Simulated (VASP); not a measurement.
# ZnO (P6/mmm) in VASP: further runs

The runs below take ZnO through single point, relaxation of cell and atoms, with PBE.

Everything below comes from runs of VASP 6.6.1. Logs are shortened: lines on timing, memory, paths and dates and some standing lists are left out, and cuts for length are marked.

### Step 1. The cell of the first run

The structure is hexagonal, space group P6/mmm (No. 191). Conventional cell: a = 4.934 Å, b = 4.934 Å, c = 3.459 Å, α = 90.00°, β = 90.00°, γ = 120.00°. Within 2.3 Å of Zn (site symmetry 6/mmm) lie 2 O at 1.73 Å. Within 2.3 Å of O (site symmetry 6/mmm) lie 2 Zn at 1.73 Å.

### Step 2. Single point, PBE

Input file INCAR:

```
SYSTEM = ZnO
PREC = Accurate
ENCUT = 520
EDIFF = 1E-6
ISMEAR = 0
SIGMA = 0.02
LREAL = .False.
LASPH = .True.
NELM = 100
ALGO = Normal
ISIF = 2
LWAVE = .False.
LCHARG = .False.
GGA = PE
NBANDS = 16
```

Input file KPOINTS:

```
regular mesh
0
Gamma
  6 6 8
  0 0 0
```

Input file POSCAR:

```
ZnO
1.0
    4.9340705468      0.0000000000      0.0000000000
   -2.4670352734      4.2730304376      0.0000000000
    0.0000000000      0.0000000000      3.4589746673
Zn O
1 1
Direct
    0.0000000000      0.0000000000      0.0000000000
    0.0000000000      0.0000000000      0.5000000000
```

Potentials or basis: VASP PAW PBE potentials, release 64 (Zn, O).

The run is started by

```
cat potpaw_PBE.64/Zn/POTCAR potpaw_PBE.64/O/POTCAR > POTCAR
mpirun -np 1 vasp_std > vasp.out
```

OUTCAR:

```text
SYSTEM = ZnO
   PREC = Accurate
   ENCUT = 520
   EDIFF = 1E-6
   ISMEAR = 0
   LREAL = .False.
   LASPH = .True.
   NELM = 100
   ISIF = 2
   GGA = PE

 ion  position               nearest neighbor table
   1  0.000  0.000  0.000-   2 1.73   2 1.73
   2  0.000  0.000  0.500-   1 1.73   1 1.73

  LATTYP: Found a hexagonal cell.
 ALAT       =     4.9340705468
 C/A-ratio  =     0.7010387538

  Lattice vectors:

 A1 = (   4.9340705468,   0.0000000000,   0.0000000000)
 A2 = (  -2.4670352734,   4.2730304376,   0.0000000000)
 A3 = (   0.0000000000,   0.0000000000,   3.4589746673)

Analysis of symmetry for initial positions (statically):
=====================================================================
 Subroutine PRICEL returns:
 Original cell was already a primitive cell.

 Routine SETGRP: Setting up the symmetry group for a
 hexagonal supercell.

 Subroutine GETGRP returns: Found 24 space group operations
 (whereof 24 operations were pure point group operations)
 out of a pool of 24 trial point group operations.

The static configuration has the point symmetry D_6h.

Analysis of symmetry for dynamics (positions and initial velocities):
=====================================================================
 Subroutine PRICEL returns:
 Original cell was already a primitive cell.

 Routine SETGRP: Setting up the symmetry group for a
 hexagonal supercell.

 Subroutine GETGRP returns: Found 24 space group operations
 (whereof 24 operations were pure point group operations)
 out of a pool of 24 trial point group operations.

The dynamic configuration has the point symmetry D_6h.

 Subroutine INISYM returns: Found 24 space group operations
 (whereof 24 operations are pure point group operations),
 and found     1 'primitive' translations

----------------------------------------------------------------------------------------

                                     Primitive cell

  volume of cell :      72.9271

  direct lattice vectors                    reciprocal lattice vectors
     4.934070547  0.000000000  0.000000000     0.202672416  0.117012974  0.000000000
    -2.467035273  4.273030438  0.000000000     0.000000000  0.234025948  0.000000000
     0.000000000  0.000000000  3.458974667     0.000000000  0.000000000  0.289103014

  length of vectors
     4.934070547  4.934070547  3.458974667     0.234025948  0.234025948  0.289103014

  position of ions in fractional coordinates (direct lattice)
[... 79 lines left out ...]
   EDIFF  = 0.1E-05   stopping-criterion for ELM
   LREAL  =      F    real-space projection
   EDIFFG = 0.1E-04   stopping-criterion for IOM
   NSW    =      0    number of steps for IOM
   IBRION =     -1    ionic relax: 0-MD 1-quasi-New 2-CG
   NFREE  =      0    steps in history (QN), initial steepest desc. (CG)
   ISIF   =      2    stress and relaxation
   ISYM   =      2    0-nonsym 1-usesym 2-fastsym
   POTIM  = 0.5000    time-step for ionic-motion
   TEBEG  =    0.0;   TEEND  =   0.0 temperature during run
   PSTRESS=    0.0 pullay stress
   NELECT =      18.0000    total number of electrons
   NUPDOWN=      -1.0000    fix difference up-down
   EMIN   =  10.00;   EMAX   =-10.00  energy-range for DOS
   EFERMI =   0.00;   METHOD = LEGACY
   ISMEAR =     0;   SIGMA  =   0.02  broadening in eV -4-tet -1-fermi 0-gaus
   EFERMI_NEDOS =   21; number of points for ismear=-14 and -15
   IALGO  =     38    algorithm
   IMIX   =      4    mixing-type and parameters
     AMIX     =   0.40;   BMIX     =  1.00
     AMIX_MAG =   1.60;   BMIX_MAG =  1.00
  volume/ion in A,a.u.               =      36.46       246.07
  Fermi-wavevector in a.u.,A,eV,Ry     =   1.026919  1.940595 14.348189  1.054562
  Thomas-Fermi vector in A             =   2.160837
   LORBIT       =      0    0 simple, 1 ext, 2 COOP (PROOUT), +10 PAW based schemes
   GGA     = PE    functional components
   LHFCALC =     F    Hartree Fock is set to
   AEXX    =    0.0000 exact exchange contribution
   IVDW    =     0    specifies the selected vdW correction
   LEPSILON=     F    determine dielectric tensor
   LRPA    =     F    only Hartree local field effects (RPA)
 non-spin polarized calculation
 Gauss-broadening in eV      SIGMA  =   0.02
  energy-cutoff  :      520.00
  volume of cell :       72.93
 maximum number of plane-waves:      1987
 NGX is ok and might be reduce to    40
   NGX = 19   NGY = 19   NGZ = 13

 number of electron      17.9999988 magnetization

 Free energy of the ion-electron system (eV)
  ---------------------------------------------------
  ext. energy  EPLUGINS =         0.00000000
  ---------------------------------------------------
  free energy    TOTEN  =        -7.49678189 eV

  energy without entropy =       -7.49678189  energy(sigma->0) =       -7.49678189

 E-fermi :  -3.3961     XC(G=0):  -5.5259

 val. band max:       -3.5096027569   @ k =   0.0000   0.0000   0.5000
 cond. band min:      -1.7093151760   @ k =   0.0000   0.0000   0.0000
 fundamental gap:      1.8002875809
 Fermi energy:        -3.3961220198

 k-point     1 :       0.0000    0.0000    0.0000
  band No.  band energies     occupation
      1     -20.6457      2.00000
      2      -9.0542      2.00000
      3      -9.0542      2.00000
      4      -8.9506      2.00000
      5      -8.9506      2.00000
      6      -8.4192      2.00000
[... 433 lines left out ...]
      3      -9.4514      2.00000
      4      -9.4434      2.00000
      5      -9.0450      2.00000
      6      -9.0387      2.00000
[... 8 lines left out ...]
     15       8.2347      0.00000
     16       9.4775      0.00000

 [... further k-points ...]

------------------------ aborting loop because EDIFF is reached ----------------------------------------

  FORCE on cell =-STRESS in cart. coord.  units (eV):
  Direction    XX          YY          ZZ          XY          YZ          ZX
  --------------------------------------------------------------------------------------
  -------------------------------------------------------------------------------------
  Total       -0.0024551     -0.0024551      0.6488016      0.0000000     -0.0000000      0.0000000
  in kB       -0.0539364     -0.0539364     14.2539030      0.0000000     -0.0000000      0.0000000
  external PRESSURE =       4.7153434 kB  Pullay stress =       0.0000000 kB

 VOLUME and BASIS-vectors are now :
 -----------------------------------------------------------------------------
  energy-cutoff  :      520.00
  volume of cell :       72.93
      direct lattice vectors                 reciprocal lattice vectors
     4.934070547  0.000000000  0.000000000     0.202672416  0.117012974  0.000000000
    -2.467035273  4.273030438  0.000000000     0.000000000  0.234025948  0.000000000
     0.000000000  0.000000000  3.458974667     0.000000000  0.000000000  0.289103014

 POSITION                                       TOTAL-FORCE (eV/Angst)
 -----------------------------------------------------------------------------------
      0.00000      0.00000      0.00000         0.000000      0.000000      0.000000
      0.00000      0.00000      1.72949        -0.000000      0.000000      0.000000
 -----------------------------------------------------------------------------------
    total drift:                               -0.000000     -0.000000      0.000000

  FREE ENERGIE OF THE ION-ELECTRON SYSTEM (eV)
  ---------------------------------------------------
  free  energy   TOTEN  =        -7.4967818888 eV

  energy  without entropy=       -7.4967818888  energy(sigma->0) =       -7.49678189
```

stdout:

```text
POSCAR found type information on POSCAR ZnO
 POSCAR found :  2 types and       2 ions
 scaLAPACK will be used
 LDA part: xc-table for (Slater+PW92), standard interpolation
 POSCAR, INCAR and KPOINTS ok, starting setup
 FFT: planning ... GRIDC
 FFT: planning ... GRID_SOFT
 FFT: planning ... GRID
 WAVECAR not read
 entering main loop
```

It took 16 s on 1 thread of Intel Xeon 6975P-C (Granite Rapids), shared host; peak memory 0.21 GiB.

What came out:

```
Free energy            : -7.4968 eV
Pressure               : 0.5 GPa
Band gap on the k mesh : 1.80 eV, indirect (least direct gap 3.27 eV)
```

Stress tensor (GPa, compression positive):
```
-0.01  0.00  0.00
 0.00 -0.01  0.00
 0.00  0.00  1.43
```

### Step 3. Relaxation of cell and atoms, PBE

This run uses another cell than the first one, of 28.16 Å³/atom, 0.772 times its volume.

Input file INCAR:

```
SYSTEM = ZnO
PREC = Accurate ; ENCUT = 600
EDIFF = 1E-7 ; ISMEAR = 0
SIGMA = 0.02 ; LREAL = .False.
LASPH = .True. ; NELM = 80
ALGO = Normal ; ISIF = 3
LWAVE = .False. ; LCHARG = .False.
GGA = PE ; IBRION = 2
NSW = 100 ; EDIFFG = -0.01
```

KPOINTS is that of step 2.

Input file POSCAR:

```
ZnO
1.0
    4.3379794093      0.0000000000      0.0000000000
   -2.1689897046      3.7568003695      0.0000000000
    0.0000000000      0.0000000000      3.4556933879
Zn O
1 1
Direct
    0.0000000000      0.0000000000      0.0000000000
    0.0000000000      0.0000000000      0.5000000000
```

Potentials or basis: VASP PAW PBE potentials, release 64 (Zn, O).

The run is started by

```
cat potpaw_PBE.64/Zn/POTCAR potpaw_PBE.64/O/POTCAR > POTCAR
mpirun -np 1 vasp_std > vasp.out
```

Run time: 1.8 min. Hardware: 1 thread of Intel Xeon 6975P-C (Granite Rapids), shared host; peak memory 0.2 GiB.

The run converged. Its results:

```yaml
Free_energy: -7.4921 eV
Relaxed_volume: 34.12 Å³/atom
Relaxed_cell: a = 4.764 Å, b = 4.764 Å, c = 3.472 Å, α = 90.00°, β = 90.00°, γ = 120.00°
Space_group_after_relaxing_to_0.05_Å: P6/mmm (No. 191)
Energy_gained_by_relaxing: 3.6 meV/atom
Ionic_steps: 14
Pressure_after_relaxing: 0.0 GPa
Band_gap_on_the_k_mesh: 1.66 eV, indirect (least direct gap 3.08 eV)
```

The path:
```
step  energy change (eV)  largest force (eV/Å)  pressure (GPa)  volume (Å³)
   1              0.0000                0.0000            0.70        56.32
   2              0.0083                0.0000           -1.47        57.32
   3             -0.0013                0.0000            0.10        56.58
   4             -0.0013                0.0000            0.10        56.58
   5             -0.0014                0.0000            0.10        56.71
   6             -0.0018                0.0000            0.09        57.10
   7             -0.0025                0.0000            0.08        57.89
   8             -0.0037                0.0000            0.07        59.49
   9             -0.0057                0.0000            0.04        62.75
  10             -0.0072                0.0000           -0.07        69.55
  11             -0.0072                0.0000           -0.03        67.65
  12             -0.0073                0.0000           -0.04        68.25
  13              0.0253                0.0000            2.59        68.21
  14             -0.0073                0.0000            0.01        68.25
```

Final structure:
```
CELL_PARAMETERS angstrom
4.76408 0.00000 0.00000
-2.38204 4.12582 0.00000
0.00000 0.00000 3.47213
ATOMIC_POSITIONS crystal
Zn 0.00000 0.00000 0.00000
O 0.00000 0.00000 0.50000
```

Levels at points of the mesh, in eV from the valence-band top:
```csv
k point,band 6,band 7,band 8,band 9,band 10,band 11,band 12,band 13
"(0.00, 0.00, 0.00)",-4.95,-3.27,-1.42,-1.42,1.66,8.86,8.98,8.98
"(0.50, 0.00, 0.00)",-4.89,-3.26,-1.78,-1.49,3.10,4.97,7.87,8.04
"(0.00, 0.00, 0.50)",-5.56,-3.08,0.00,0.00,5.75,6.75,7.44,7.44
"(0.50, 0.00, 0.50)",-5.55,-2.89,-0.15,-0.03,4.74,6.79,7.28,9.22
```

Caveat: the volume moved by over 15 % at a fixed basis, so the end points are rough. PBE gaps usually lie below the measured ones, often by a third to a half.
